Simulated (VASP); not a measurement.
**Be6Tl: single point with PBE**

The system is Be6Tl.

```xyz
7
Lattice="5.0733 0.0000 0.0000 0.0000 5.0733 0.0000 0.0000 0.0000 5.0733" Properties=species:S:1:pos:R:3 pbc="T T T"
Be    1.0125    2.5366    2.5366
Be    2.5366    1.0125    2.5366
Be    4.0608    2.5366    2.5366
Be    2.5366    4.0608    2.5366
Be    2.5366    2.5366    1.0125
Be    2.5366    2.5366    4.0608
Tl    0.0000    0.0000    0.0000
```

The cell was generated, and may not be a known phase.

```yaml
Program: VASP 6.6.1
Task: single point
Functional: PBE
Potentials_or_basis: VASP PAW PBE potentials, release 64 (Be, Tl_d)
Cutoff: 520 eV
k_mesh: 4 × 4 × 4
Occupations: gaussian, width 0.1 eV
Spin: no spin polarisation
Dipole_correction: no
Further_INCAR_settings: ALGO = Normal; EDIFF = 1e-06; NBANDS = 22
```

- Pressure: 0.0 GPa
- Largest force: 0.011 eV/Å
- Band gap on the k mesh: zero (an odd number of electrons rules out a gap without spin polarisation)

Forces on the atoms (eV/Å):
```
Be  -0.011  0.000  0.000
Be   0.000 -0.011  0.000
Be   0.011  0.000  0.000
Be   0.000  0.011  0.000
Be   0.000  0.000 -0.011
Be   0.000  0.000  0.011
Tl   0.000  0.000  0.000
```

Levels at points of the mesh, in eV from the Fermi level:
```
           k point  band 11  band 12  band 13  band 14  band 15  band 16
(0.00, 0.00, 0.00)    -1.39    -1.39    -1.15     2.04     2.04     2.04
(0.50, 0.00, 0.00)    -1.92    -1.24    -0.19    -0.19     0.92     2.11
(0.50, 0.50, 0.00)    -1.42     0.08     0.40     0.40     1.04     1.04
(0.50, 0.50, 0.50)    -1.85    -1.85    -1.85     1.38     1.38     1.38
```

It took 13 s on 1 thread of Intel(R) Xeon(R) Platinum 8559C (Emerald Rapids) (shared host), peak memory 0.24 GiB.

Caveat: spin-orbit coupling is left out, which moves the levels of the heavy elements.
